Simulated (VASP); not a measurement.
# Zn2S (P6/mmm) in VASP: relaxation of cell and atoms with PBE

Aim: the relaxation of cell and atoms of Zn2S with PBE.

All numbers are computed with VASP 6.6.1; they aren't measurements. Logs are shortened: lines on timing, memory, paths and dates and some standing lists are left out, and cuts for length are marked.

## Step 1: The cell of the first run

It takes space group P6/mmm (No. 191, hexagonal). The conventional cell has a = 4.487 Å, b = 4.487 Å, c = 2.852 Å, α = 90.00°, β = 90.00°, γ = 120.00°. Zn (site symmetry -6m2) has 5 Zn at 2.59 to 2.85 Å and 6 S at 2.96 Å within 3.4 Å. S (site symmetry 6/mmm) has 2 S at 2.85 Å and 12 Zn at 2.96 Å within 3.8 Å.

## Step 2: Relaxation of cell and atoms, PBE

Contents of INCAR:

```
  PREC = Accurate
  ENCUT = 600
  EDIFF = 1E-7
  ISMEAR = 0
  SIGMA = 0.1
  LREAL = F
  LASPH = T
  NELM = 100
  ALGO = Normal
  ISIF = 3
  LWAVE = F
  LCHARG = F
  GGA = PE
  IBRION = 2
  NSW = 100
  EDIFFG = -0.01
```

Contents of KPOINTS:

```
Automatic mesh
0
Gamma
  12 12 16
```

Contents of POSCAR:

```
Zn2S
1.0
    4.4871664252      0.0000000000      0.0000000000
   -2.2435832126      3.8860001153      0.0000000000
    0.0000000000      0.0000000000      2.8524492948
Zn S
2 1
Direct
    0.3333333333      0.6666666667      0.5000000000
    0.6666666667      0.3333333333      0.5000000000
    0.0000000000      0.0000000000      0.0000000000
```

Potentials or basis: VASP PAW PBE potentials, release 64 (Zn, S).

On the command line:

```console
cat potpaw_PBE.64/Zn/POTCAR potpaw_PBE.64/S/POTCAR > POTCAR
mpirun -np 1 vasp_std > vasp.out
```

OUTCAR:

```text
PREC = Accurate
   ENCUT = 600
   EDIFF = 1E-7
   ISMEAR = 0
   LREAL = F
   LASPH = T
   NELM = 100
   ISIF = 3
   GGA = PE
   IBRION = 2
   NSW = 100
   EDIFFG = -0.01

 ion  position               nearest neighbor table
   1  0.333  0.667  0.500-   2 2.59   2 2.59   2 2.59
   2  0.667  0.333  0.500-   1 2.59   1 2.59   1 2.59
   3  0.000  0.000  0.000-

  LATTYP: Found a hexagonal cell.
 ALAT       =     4.4871664252
 C/A-ratio  =     0.6356905505

  Lattice vectors:

 A1 = (   4.4871664252,   0.0000000000,   0.0000000000)
 A2 = (  -2.2435832126,   3.8860001153,   0.0000000000)
 A3 = (   0.0000000000,   0.0000000000,   2.8524492948)

Analysis of symmetry for initial positions (statically):
=====================================================================
 Subroutine PRICEL returns:
 Original cell was already a primitive cell.

 Routine SETGRP: Setting up the symmetry group for a
 hexagonal supercell.

 Subroutine GETGRP returns: Found 24 space group operations
 (whereof 24 operations were pure point group operations)
 out of a pool of 24 trial point group operations.

The static configuration has the point symmetry D_6h.

Analysis of symmetry for dynamics (positions and initial velocities):
=====================================================================
 Subroutine PRICEL returns:
 Original cell was already a primitive cell.

 Routine SETGRP: Setting up the symmetry group for a
 hexagonal supercell.

 Subroutine GETGRP returns: Found 24 space group operations
 (whereof 24 operations were pure point group operations)
 out of a pool of 24 trial point group operations.

The dynamic configuration has the point symmetry D_6h.

 Subroutine INISYM returns: Found 24 space group operations
 (whereof 24 operations are pure point group operations),
 and found     1 'primitive' translations

----------------------------------------------------------------------------------------

                                     Primitive cell

  volume of cell :      49.7385

  direct lattice vectors                    reciprocal lattice vectors
     4.487166425  0.000000000  0.000000000     0.222857792  0.128667006  0.000000000
    -2.243583213  3.886000115  0.000000000     0.000000000  0.257334012  0.000000000
     0.000000000  0.000000000  2.852449295     0.000000000  0.000000000  0.350575907

  length of vectors
     4.487166425  4.487166425  2.852449295     0.257334012  0.257334012  0.350575907

  position of ions in fractional coordinates (direct lattice)
     0.333333333  0.666666667  0.500000000
     0.666666667  0.333333333  0.500000000
     0.000000000  0.000000000  0.000000000

  ion indices of the primitive-cell ions
   primitive index   ion index
                 1           1
                 2           2
                 3           3

----------------------------------------------------------------------------------------

 KPOINTS: Automatic mesh

Automatic generation of k-mesh.
 Grid dimensions read from file:
 generate k-points for:   12   12   16

 Generating k-lattice:

  Cartesian coordinates                     Fractional coordinates (reciprocal lattice)
     0.018571483  0.010722250  0.000000000     0.083333333  0.000000000  0.000000000
     0.000000000  0.021444501  0.000000000     0.000000000  0.083333333  0.000000000
     0.000000000  0.000000000  0.021910994     0.000000000  0.000000000  0.062500000

  Length of vectors
     0.021444501  0.021444501  0.021910994

  Shift w.r.t. Gamma in fractional coordinates (k-lattice)
     0.000000000  0.000000000  0.000000000

 Subroutine IBZKPT returns following result:
 ===========================================

 Found    171 irreducible k-points:

 Following reciprocal coordinates:
            Coordinates               Weight
  0.000000  0.000000  0.000000      1.000000
  0.083333  0.000000  0.000000      6.000000
  0.166667  0.000000  0.000000      6.000000
  0.250000  0.000000  0.000000      6.000000
  0.333333  0.000000  0.000000      6.000000
  0.416667  0.000000  0.000000      6.000000
[... 16 lines left out ...]
  0.250000  0.000000  0.062500     12.000000
  0.333333  0.000000  0.062500     12.000000
 [... further k-points ...]
   k-points           NKPTS =    171   k-points in BZ     NKDIM =    171   number of bands    NBANDS=     19
   number of dos      NEDOS =    301   number of ions     NIONS =      3
   total plane-waves  NPLWV =  31104
   dimension x,y,z NGX =    36 NGY =   36 NGZ =   24
   dimension x,y,z NGXF=    72 NGYF=   72 NGZF=   48
   ions per type =               2   1
   NGX,Y,Z   is equivalent  to a cutoff of  13.34, 13.34, 13.99 a.u.
   NGXF,Y,Z  is equivalent  to a cutoff of  26.68, 26.68, 27.98 a.u.
 SYSTEM =  unknown system
   PREC   = accura    normal or accurate (medium, high low for compatibility)
   ISTART =      0    job   : 0-new  1-cont  2-samecut
   ICHARG =      2    charge: 1-file 2-atom 10-const
   ISPIN  =      1    spin polarized calculation?
   LNONCOLLINEAR =      F non collinear calculations
   LSORBIT =      F    spin-orbit coupling
   LASPH  =      T    aspherical Exc in radial PAW
   ENCUT  =  600.0 eV  44.10 Ry    6.64 a.u.   8.96  8.96  5.70*2*pi/ulx,y,z
   NELM   =    100;   NELMIN=  2; NELMDL= -5     # of ELM steps
   EDIFF  = 0.1E-06   stopping-criterion for ELM
   LREAL  =      F    real-space projection
   EDIFFG = -.1E-01   stopping-criterion for IOM
   NSW    =    100    number of steps for IOM
   IBRION =      2    ionic relax: 0-MD 1-quasi-New 2-CG
   NFREE  =      1    steps in history (QN), initial steepest desc. (CG)
   ISIF   =      3    stress and relaxation
   ISYM   =      2    0-nonsym 1-usesym 2-fastsym
   POTIM  = 0.5000    time-step for ionic-motion
   TEBEG  =    0.0;   TEEND  =   0.0 temperature during run
   PSTRESS=    0.0 pullay stress
   NELECT =      30.0000    total number of electrons
   NUPDOWN=      -1.0000    fix difference up-down
   EMIN   =  10.00;   EMAX   =-10.00  energy-range for DOS
   EFERMI =   0.00;   METHOD = LEGACY
   ISMEAR =     0;   SIGMA  =   0.10  broadening in eV -4-tet -1-fermi 0-gaus
   EFERMI_NEDOS =   21; number of points for ismear=-14 and -15
   IALGO  =     38    algorithm
   IMIX   =      4    mixing-type and parameters
     AMIX     =   0.40;   BMIX     =  1.00
     AMIX_MAG =   1.60;   BMIX_MAG =  1.00
  volume/ion in A,a.u.               =      16.58       111.88
  Fermi-wavevector in a.u.,A,eV,Ry     =   1.383198  2.613865 26.031157  1.913236
  Thomas-Fermi vector in A             =   2.507818
   LORBIT       =      0    0 simple, 1 ext, 2 COOP (PROOUT), +10 PAW based schemes
   GGA     = PE    functional components
   LHFCALC =     F    Hartree Fock is set to
   AEXX    =    0.0000 exact exchange contribution
   IVDW    =     0    specifies the selected vdW correction
   LEPSILON=     F    determine dielectric tensor
   LRPA    =     F    only Hartree local field effects (RPA)
 conjugate gradient relaxation of ions
 non-spin polarized calculation
 Gauss-broadening in eV      SIGMA  =   0.10
  energy-cutoff  :      600.00
  volume of cell :       49.74
 maximum number of plane-waves:      1685
 NGX is ok and might be reduce to    36
   NGX = 17   NGY = 17   NGZ = 11

--------------------------------------- Ionic step        1  -------------------------------------------

 number of electron      29.9999975 magnetization

 Free energy of the ion-electron system (eV)
  ---------------------------------------------------
  ext. energy  EPLUGINS =         0.00000000
  ---------------------------------------------------
  free energy    TOTEN  =        -5.08829677 eV

  energy without entropy =       -5.08234533  energy(sigma->0) =       -5.08532105

------------------------ aborting loop because EDIFF is reached ----------------------------------------

  FORCE on cell =-STRESS in cart. coord.  units (eV):
  Direction    XX          YY          ZZ          XY          YZ          ZX
  --------------------------------------------------------------------------------------
  -------------------------------------------------------------------------------------
  Total        0.8472687      0.8472687      1.1756438      0.0000000     -0.0000000      0.0000000
  in kB       27.2922166     27.2922166     37.8698372      0.0000000     -0.0000000      0.0000000
  external PRESSURE =      30.8180901 kB  Pullay stress =       0.0000000 kB
[... 92 lines left out ...]
  FREE ENERGIE OF THE ION-ELECTRON SYSTEM (eV)
  ---------------------------------------------------
  free  energy   TOTEN  =        -5.1129168335 eV

  energy  without entropy=       -5.1068663480  energy(sigma->0) =       -5.10989159

[... ionic steps 4 to 18 ...]

--------------------------------------- Ionic step       19  -------------------------------------------

 number of electron      29.9999947 magnetization

------------------------ aborting loop because EDIFF is reached ----------------------------------------

  FORCE on cell =-STRESS in cart. coord.  units (eV):
  Direction    XX          YY          ZZ          XY          YZ          ZX
  --------------------------------------------------------------------------------------
  -------------------------------------------------------------------------------------
  Total        0.2923857      0.2923857      0.1808700      0.0000000      0.0000000      0.0000000
  in kB        8.6734610      8.6734610      5.3654096      0.0000000      0.0000000      0.0000000
  external PRESSURE =       7.5707772 kB  Pullay stress =       0.0000000 kB
[... 59 lines left out ...]
  energy  without entropy=       -5.4501377578  energy(sigma->0) =       -5.45451227

--------------------------------------- Ionic step       21  -------------------------------------------

 number of electron      29.9999931 magnetization

 Free energy of the ion-electron system (eV)
  ---------------------------------------------------
  ext. energy  EPLUGINS =         0.00000000
  ---------------------------------------------------
  free energy    TOTEN  =        -5.46679141 eV

  energy without entropy =       -5.45819773  energy(sigma->0) =       -5.46249457

 E-fermi :   3.0818     XC(G=0): -10.4560

 val. band max:        3.0680077546   @ k =   0.1667   0.0000   0.4375
 cond. band min:       3.0865697142   @ k =   0.3333   0.0833   0.2500
 fundamental gap:      0.0185619597
 Fermi energy:         3.0817741559

 k-point     1 :       0.0000    0.0000    0.0000
  band No.  band energies     occupation
      1     -10.1757      2.00000
      2      -4.5936      2.00000
      3      -4.3655      2.00000
      4      -4.3655      2.00000
      5      -4.2510      2.00000
      6      -4.2510      2.00000
[... 11 lines left out ...]
     18       7.2976      0.00000
     19       8.5652      0.00000
[... 489 lines left out ...]
      3      -4.6130      2.00000
      4      -4.4886      2.00000
      5      -4.3178      2.00000
      6      -4.2489      2.00000
[... 11 lines left out ...]
     18       8.2859      0.00000
     19       8.7208      0.00000

 [... further k-points ...]

------------------------ aborting loop because EDIFF is reached ----------------------------------------

  FORCE on cell =-STRESS in cart. coord.  units (eV):
  Direction    XX          YY          ZZ          XY          YZ          ZX
  --------------------------------------------------------------------------------------
  -------------------------------------------------------------------------------------
  Total       -0.0083476     -0.0083476     -0.0180852      0.0000000     -0.0000000      0.0000000
  in kB       -0.2443720     -0.2443720     -0.5294382      0.0000000     -0.0000000      0.0000000
  external PRESSURE =      -0.3393941 kB  Pullay stress =       0.0000000 kB
[... 18 lines left out ...]
  FREE ENERGIE OF THE ION-ELECTRON SYSTEM (eV)
  ---------------------------------------------------
  free  energy   TOTEN  =        -5.4667914082 eV

  energy  without entropy=       -5.4581977332  energy(sigma->0) =       -5.46249457

 reached required accuracy - stopping structural energy minimisation
```

Run time: 47 min. Hardware: 1 thread of Intel Xeon 8259CL, shared host; peak memory 0.34 GiB.

Results:

```yaml
Free_energy: -5.4668 eV
Relaxed_volume: 18.24 Å³/atom
Relaxed_cell: a = 4.208 Å, b = 4.208 Å, c = 3.568 Å, α = 90.00°, β = 90.00°, γ = 120.00°
Space_group_after_relaxing_to_0.1_Å: P6/mmm (No. 191)
Energy_gained_by_relaxing: 126.2 meV/atom
Ionic_steps: 21
Pressure_after_relaxing: 0.0 GPa
Band_gap_on_the_k_mesh: zero (bands 15 and 16 overlap by 4.14 eV)
```

The path:
```tsv
step	energy change (eV)	largest force (eV/Å)	pressure (GPa)	volume (Å³)
1	0.0000	0.0000	3.08	49.74
2	-0.0243	0.0000	0.22	52.07
3	-0.0246	0.0000	-0.10	52.38
4	-0.0262	0.0000	-0.07	52.39
5	-0.0304	0.0000	0.04	52.42
6	-0.0615	0.0000	0.29	52.44
7	-0.2101	0.0000	0.83	52.33
8	-0.3366	0.0000	4.21	51.52
9	-0.3488	0.0000	3.29	51.74
10	-0.3481	0.0000	3.46	51.70
11	-0.3485	0.0000	3.47	51.72
12	-0.3493	0.0000	3.48	51.79
13	-0.3495	0.0000	3.46	51.91
14	-0.3496	0.0000	3.48	51.87
15	-0.3506	0.0000	3.42	51.91
16	-0.3534	0.0000	3.22	52.05
17	-0.3586	0.0000	2.84	52.33
18	-0.3671	0.0000	2.11	52.88
19	-0.3769	0.0000	0.76	54.01
20	-0.3706	0.0000	-1.57	56.31
21	-0.3785	0.0000	-0.03	54.73
```

Final structure:
```
Zn S
1.0
     4.20841    0.00000    0.00000
    -2.10421    3.64459    0.00000
     0.00000    0.00000    3.56823
Zn S
2 1
Direct
  0.33333 0.66667 0.50000
  0.66667 0.33333 0.50000
  0.00000 0.00000 0.00000
```

Caveat: a cell axis changed by over 15 % at a fixed basis, so the end point is rough.
